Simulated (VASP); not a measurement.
# KCl (Pm-3m) in VASP: notebook

The runs below take KCl through single point, relaxation of cell and atoms, with PBEsol.

All numbers are computed with VASP 6.6.1; they aren't measurements. Logs are shortened: lines on timing, memory, paths and dates and some standing lists are left out, and cuts for length are marked.

## (1) The cell of the first run

The structure is cubic, space group Pm-3m (No. 221). The conventional cell has a = 3.738 Å, b = 3.738 Å, c = 3.738 Å, α = 90.00°, β = 90.00°, γ = 90.00°. Within 4.3 Å of K (site symmetry m-3m) lie 8 Cl at 3.24 Å and 6 K at 3.74 Å. Within 4.3 Å of Cl (site symmetry m-3m) lie 8 K at 3.24 Å and 6 Cl at 3.74 Å.

## (2) Single point, PBEsol

INCAR reads:

```
SYSTEM = KCl
PREC = Accurate ; ENCUT = 520
EDIFF = 1E-6 ; ISMEAR = -1
SIGMA = 0.05 ; LREAL = .FALSE.
LASPH = .TRUE. ; NELM = 100
ALGO = Normal ; ISIF = 2
LWAVE = .FALSE. ; LCHARG = .FALSE.
GGA = PS ; NBANDS = 15
```

KPOINTS reads:

```
Automatic mesh
0
G
  7 7 7
  0 0 0
```

POSCAR reads:

```
KCl
1.0
    3.7375341761      0.0000000000      0.0000000000
    0.0000000000      3.7375341761      0.0000000000
    0.0000000000      0.0000000000      3.7375341761
K Cl
1 1
Direct
    0.0000000000      0.0000000000      0.0000000000
    0.5000000000      0.5000000000      0.5000000000
```

Potentials or basis: VASP PAW PBE potentials, release 64 (K_sv, Cl).

On the command line:

```sh
> cat potpaw_PBE.64/K_sv/POTCAR potpaw_PBE.64/Cl/POTCAR > POTCAR
> mpirun -np 1 vasp_std > vasp.out
```

OUTCAR:

```text
SYSTEM = KCl
   PREC = Accurate
   ENCUT = 520
   EDIFF = 1E-6
   ISMEAR = -1
   LREAL = .FALSE.
   LASPH = .TRUE.
   NELM = 100
   ISIF = 2
   GGA = PS

 ion  position               nearest neighbor table
   1  0.000  0.000  0.000-   2 3.24   2 3.24   2 3.24   2 3.24   2 3.24   2 3.24   2 3.24   2 3.24

   2  0.500  0.500  0.500-   1 3.24   1 3.24   1 3.24   1 3.24   1 3.24   1 3.24   1 3.24   1 3.24

  LATTYP: Found a simple cubic cell.
 ALAT       =     3.7375341761

  Lattice vectors:

 A1 = (   3.7375341761,   0.0000000000,   0.0000000000)
 A2 = (   0.0000000000,   3.7375341761,   0.0000000000)
 A3 = (   0.0000000000,   0.0000000000,   3.7375341761)

Analysis of symmetry for initial positions (statically):
=====================================================================
 Subroutine PRICEL returns:
 Original cell was already a primitive cell.

 Routine SETGRP: Setting up the symmetry group for a
 simple cubic supercell.

 Subroutine GETGRP returns: Found 48 space group operations
 (whereof 48 operations were pure point group operations)
 out of a pool of 48 trial point group operations.

The static configuration has the point symmetry O_h .

Analysis of symmetry for dynamics (positions and initial velocities):
=====================================================================
 Subroutine PRICEL returns:
 Original cell was already a primitive cell.

 Routine SETGRP: Setting up the symmetry group for a
 simple cubic supercell.

 Subroutine GETGRP returns: Found 48 space group operations
 (whereof 48 operations were pure point group operations)
 out of a pool of 48 trial point group operations.

The dynamic configuration has the point symmetry O_h .

 Subroutine INISYM returns: Found 48 space group operations
 (whereof 48 operations are pure point group operations),
 and found     1 'primitive' translations

----------------------------------------------------------------------------------------

                                     Primitive cell

  volume of cell :      52.2102

  direct lattice vectors                    reciprocal lattice vectors
     3.737534176  0.000000000  0.000000000     0.267556082  0.000000000  0.000000000
     0.000000000  3.737534176  0.000000000     0.000000000  0.267556082  0.000000000
     0.000000000  0.000000000  3.737534176     0.000000000  0.000000000  0.267556082

  length of vectors
     3.737534176  3.737534176  3.737534176     0.267556082  0.267556082  0.267556082

  position of ions in fractional coordinates (direct lattice)
     0.000000000  0.000000000  0.000000000
     0.500000000  0.500000000  0.500000000

  ion indices of the primitive-cell ions
   primitive index   ion index
                 1           1
                 2           2

----------------------------------------------------------------------------------------

 KPOINTS: Automatic mesh

Automatic generation of k-mesh.
 Grid dimensions read from file:
 generate k-points for:    7    7    7

 Generating k-lattice:

  Cartesian coordinates                     Fractional coordinates (reciprocal lattice)
     0.038222297  0.000000000  0.000000000     0.142857143  0.000000000  0.000000000
     0.000000000  0.038222297  0.000000000     0.000000000  0.142857143  0.000000000
     0.000000000  0.000000000  0.038222297     0.000000000  0.000000000  0.142857143

  Length of vectors
     0.038222297  0.038222297  0.038222297

  Shift w.r.t. Gamma in fractional coordinates (k-lattice)
     0.000000000  0.000000000  0.000000000

 Subroutine IBZKPT returns following result:
 ===========================================

 Found     20 irreducible k-points:

 Following reciprocal coordinates:
            Coordinates               Weight
  0.000000  0.000000  0.000000      1.000000
  0.142857  0.000000  0.000000      6.000000
  0.285714  0.000000  0.000000      6.000000
  0.428571  0.000000  0.000000      6.000000
  0.142857  0.142857  0.000000     12.000000
  0.285714  0.142857  0.000000     24.000000
[... 12 lines left out ...]
  0.428571  0.428571  0.285714     24.000000
  0.428571  0.428571  0.428571      8.000000
   k-points           NKPTS =     20   k-points in BZ     NKDIM =     20   number of bands    NBANDS=     15
   number of dos      NEDOS =    301   number of ions     NIONS =      2
   total plane-waves  NPLWV =  21952
   dimension x,y,z NGX =    28 NGY =   28 NGZ =   28
   dimension x,y,z NGXF=    56 NGYF=   56 NGZF=   56
   ions per type =               1   1
   NGX,Y,Z   is equivalent  to a cutoff of  12.45, 12.45, 12.45 a.u.
   NGXF,Y,Z  is equivalent  to a cutoff of  24.91, 24.91, 24.91 a.u.
 SYSTEM =  KCl
   PREC   = accura    normal or accurate (medium, high low for compatibility)
   ISTART =      0    job   : 0-new  1-cont  2-samecut
   ICHARG =      2    charge: 1-file 2-atom 10-const
   ISPIN  =      1    spin polarized calculation?
   LNONCOLLINEAR =      F non collinear calculations
   LSORBIT =      F    spin-orbit coupling
   LASPH  =      T    aspherical Exc in radial PAW
   ENCUT  =  520.0 eV  38.22 Ry    6.18 a.u.   6.95  6.95  6.95*2*pi/ulx,y,z
   NELM   =    100;   NELMIN=  2; NELMDL= -5     # of ELM steps
   EDIFF  = 0.1E-05   stopping-criterion for ELM
   LREAL  =      F    real-space projection
   EDIFFG = 0.1E-04   stopping-criterion for IOM
   NSW    =      0    number of steps for IOM
   IBRION =     -1    ionic relax: 0-MD 1-quasi-New 2-CG
   NFREE  =      0    steps in history (QN), initial steepest desc. (CG)
   ISIF   =      2    stress and relaxation
   ISYM   =      2    0-nonsym 1-usesym 2-fastsym
   POTIM  = 0.5000    time-step for ionic-motion
   TEBEG  =    0.0;   TEEND  =   0.0 temperature during run
   PSTRESS=    0.0 pullay stress
   NELECT =      16.0000    total number of electrons
   NUPDOWN=      -1.0000    fix difference up-down
   EMIN   =  10.00;   EMAX   =-10.00  energy-range for DOS
   EFERMI =   0.00;   METHOD = LEGACY
   ISMEAR =    -1;   SIGMA  =   0.05  broadening in eV -4-tet -1-fermi 0-gaus
   EFERMI_NEDOS =   21; number of points for ismear=-14 and -15
   IALGO  =     38    algorithm
   IMIX   =      4    mixing-type and parameters
     AMIX     =   0.40;   BMIX     =  1.00
     AMIX_MAG =   1.60;   BMIX_MAG =  1.00
  volume/ion in A,a.u.               =      26.11       176.17
  Fermi-wavevector in a.u.,A,eV,Ry     =   1.103730  2.085748 16.574899  1.218221
  Thomas-Fermi vector in A             =   2.240193
   LORBIT       =      0    0 simple, 1 ext, 2 COOP (PROOUT), +10 PAW based schemes
   GGA     = PS    functional components
   LHFCALC =     F    Hartree Fock is set to
   AEXX    =    0.0000 exact exchange contribution
   IVDW    =     0    specifies the selected vdW correction
   LEPSILON=     F    determine dielectric tensor
   LRPA    =     F    only Hartree local field effects (RPA)
 non-spin polarized calculation
  energy-cutoff  :      520.00
  volume of cell :       52.21
 maximum number of plane-waves:      1418
 NGX is ok and might be reduce to    28
   NGX = 13   NGY = 13   NGZ = 13

 number of electron      15.9999998 magnetization

 Free energy of the ion-electron system (eV)
  ---------------------------------------------------
  ext. energy  EPLUGINS =         0.00000000
  ---------------------------------------------------
  free energy    TOTEN  =        -6.91530995 eV

  energy without entropy =       -6.91530995  energy(sigma->0) =       -6.91530995

 E-fermi :   0.6727     XC(G=0):  -8.6342

 val. band max:       -0.5177744043   @ k =   0.4286   0.4286   0.0000
 cond. band min:       4.4643216599   @ k =   0.0000   0.0000   0.0000
 fundamental gap:      4.9820960641
 Fermi energy:         0.6727360040

 k-point     1 :       0.0000    0.0000    0.0000
  band No.  band energies     occupation
      1     -28.2515      2.00000
      2     -13.2023      2.00000
      3     -11.6850      2.00000
      4     -11.6850      2.00000
      5     -11.6850      2.00000
      6      -0.7150      2.00000
      7      -0.7150      2.00000
      8      -0.7150      2.00000
      9       4.4643      0.00000
     10       5.8616      0.00000
     11       5.8616      0.00000
     12      10.3432      0.00000
     13      10.3432      0.00000
     14      10.3432      0.00000
     15      13.4056      0.00000

 k-point     2 :       0.1429    0.0000    0.0000
  band No.  band energies     occupation
      1     -28.2462      2.00000
      2     -13.2360      2.00000
      3     -11.6770      2.00000
      4     -11.6770      2.00000
      5     -11.6610      2.00000
      6      -1.1482      2.00000
      7      -0.7205      2.00000
      8      -0.7205      2.00000
      9       4.9663      0.00000
     10       6.0410      0.00000
     11       6.3361      0.00000
     12      10.2616      0.00000
     13      10.2616      0.00000
     14      10.4501      0.00000
     15      12.5690      0.00000

 k-point     3 :       0.2857    0.0000    0.0000
  band No.  band energies     occupation
      1     -28.2344      2.00000
      2     -13.3155      2.00000
      3     -11.6589      2.00000
      4     -11.6589      2.00000
      5     -11.5978      2.00000
      6      -1.9317      2.00000
      7      -0.7338      2.00000
      8      -0.7338      2.00000
      9       6.0494      0.00000
     10       6.5515      0.00000
     11       7.4002      0.00000
     12      10.1691      0.00000
     13      10.1691      0.00000
     14      10.7222      0.00000
     15      11.0250      0.00000
[... 271 lines left out ...]
 k-point    19 :       0.4286    0.4286    0.2857
  band No.  band energies     occupation
      1     -28.1857      2.00000
      2     -12.8122      2.00000
      3     -11.9207      2.00000
      4     -11.8934      2.00000
      5     -11.7970      2.00000
      6      -1.9147      2.00000
      7      -1.9085      2.00000
      8      -1.5024      2.00000
      9       7.0985      0.00000
     10       8.1582      0.00000
     11       8.3114      0.00000
     12       8.8077      0.00000
     13      10.0200      0.00000
     14      10.1061      0.00000
     15      12.3574      0.00000

 k-point    20 :       0.4286    0.4286    0.4286
  band No.  band energies     occupation
      1     -28.1774      2.00000
      2     -12.7308      2.00000
      3     -11.8953      2.00000
      4     -11.8949      2.00000
      5     -11.8949      2.00000
      6      -1.9728      2.00000
      7      -1.9728      2.00000
      8      -1.9240      2.00000
      9       7.9787      0.00000
     10       8.3030      0.00000
     11       8.3030      0.00000
     12       9.6116      0.00000
     13       9.7165      0.00000
     14       9.7165      0.00000
     15      12.3023      0.00000

------------------------ aborting loop because EDIFF is reached ----------------------------------------

  FORCE on cell =-STRESS in cart. coord.  units (eV):
  Direction    XX          YY          ZZ          XY          YZ          ZX
  --------------------------------------------------------------------------------------
  -------------------------------------------------------------------------------------
  Total        0.0171688      0.0171688      0.0171688      0.0000000     -0.0000000      0.0000000
  in kB        0.5268597      0.5268597      0.5268597      0.0000000     -0.0000000      0.0000000
  external PRESSURE =       0.5268597 kB  Pullay stress =       0.0000000 kB

 VOLUME and BASIS-vectors are now :
 -----------------------------------------------------------------------------
  energy-cutoff  :      520.00
  volume of cell :       52.21
      direct lattice vectors                 reciprocal lattice vectors
     3.737534176  0.000000000  0.000000000     0.267556082  0.000000000  0.000000000
     0.000000000  3.737534176  0.000000000     0.000000000  0.267556082  0.000000000
     0.000000000  0.000000000  3.737534176     0.000000000  0.000000000  0.267556082

 POSITION                                       TOTAL-FORCE (eV/Angst)
 -----------------------------------------------------------------------------------
      0.00000      0.00000      0.00000         0.000000      0.000000      0.000000
      1.86877      1.86877      1.86877         0.000000      0.000000      0.000000
 -----------------------------------------------------------------------------------
    total drift:                               -0.000000      0.000000      0.000000

  FREE ENERGIE OF THE ION-ELECTRON SYSTEM (eV)
  ---------------------------------------------------
  free  energy   TOTEN  =        -6.9153099504 eV

  energy  without entropy=       -6.9153099504  energy(sigma->0) =       -6.91530995
```

It took 7.1 s on 1 thread of Intel Xeon 6975P-C (Granite Rapids), shared host; peak memory 0.15 GiB.

What came out:

* Free energy: -6.9153 eV
* Pressure: 0.1 GPa
* Band gap on the k mesh: 4.98 eV, indirect (least direct gap 5.18 eV)

Caveat: the PAW data sets were made with another functional, which shifts forces and pressure a little. As with any semilocal functional, this PBEsol gap is likely too small.

[end of part 1 of 2]
